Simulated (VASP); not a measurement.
Here is a VASP 6.6.1 calculation.

INCAR

```
SYSTEM = Lu
PREC = Accurate
ENCUT = 520
EDIFF = 1E-6
ISMEAR = -1
SIGMA = 0.1
LREAL = .FALSE.
LASPH = .TRUE.
NELM = 60
ALGO = Normal
ISIF = 2
LWAVE = .FALSE.
LCHARG = .TRUE.
GGA = PE
LELF = .TRUE.
LVHAR = .TRUE.
NBANDS = 32
```

The input KPOINTS:

```
Automatic mesh
0
G
  11 11 11
  0 0 0
```

File POSCAR:

```
Lu
1.0
    0.0000000000      2.7181696954      2.7181696954
    2.7181696954      0.0000000000      2.7181696954
    2.7181696954      2.7181696954      0.0000000000
Lu
2
Direct
    0.0000000000      0.0000000000      0.0000000000
    0.2500000000      0.2500000000      0.2500000000
```

Potentials or basis: VASP PAW PBE potentials, release 64 (Lu).

Run with:

```sh
$ cat potpaw_PBE.64/Lu/POTCAR > POTCAR
$ mpirun -np 1 vasp_std > vasp.out
```

**Question.** Predict the band gap on the k mesh.

**Answer.** Zero (bands 25 and 26 overlap by 1.97 eV).

**Question.** What does it give for the pressure?

**Answer.** 43.2 GPa.

Caveat: the cell stands under pressure; spin-orbit coupling is left out, which moves the levels of the heavy elements.
